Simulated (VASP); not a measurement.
Input of a VASP 6.6.1 run:

INCAR

```
ALGO = Normal
EDIFF = 1E-6
ENCUT = 500
GGA = PS
GGA_COMPAT = F
ISIF = 2
ISMEAR = -1
LASPH = T
LCHARG = T
LELF = T
LREAL = F
LVHAR = T
LWAVE = F
NBANDS = 16
NELM = 120
PREC = Accurate
SIGMA = 0.05
```

The input KPOINTS:

```
k-points
0
Gamma
  9 9 9
```

The input POSCAR:

```
ZnS
1.0
    0.0000000000      2.5286255764      2.5286255764
    2.5286255764      0.0000000000      2.5286255764
    2.5286255764      2.5286255764      0.0000000000
Zn S
1 1
Direct
    0.7500000000      0.7500000000      0.7500000000
    0.0000000000      0.0000000000      0.0000000000
```

Potentials or basis: VASP PAW PBE potentials, release 64 (Zn, S).

The run is started by

```sh
$ cat potpaw_PBE.64/Zn/POTCAR potpaw_PBE.64/S/POTCAR > POTCAR
$ mpirun -np 1 vasp_std > vasp.out
```

Question: What does it give for the pressure?

Answer: 20.3 GPa.

Question: Predict the band gap on the k mesh.

Answer: 2.79 eV (least direct gap 2.88 eV).

Caveat: the cell stands under pressure; the PAW data sets were made with another functional, which shifts forces and pressure a little; an odd mesh through Γ misses points on the zone boundary, where band edges can lie. A hybrid or GW would open this gap; PBEsol tends to underestimate it.
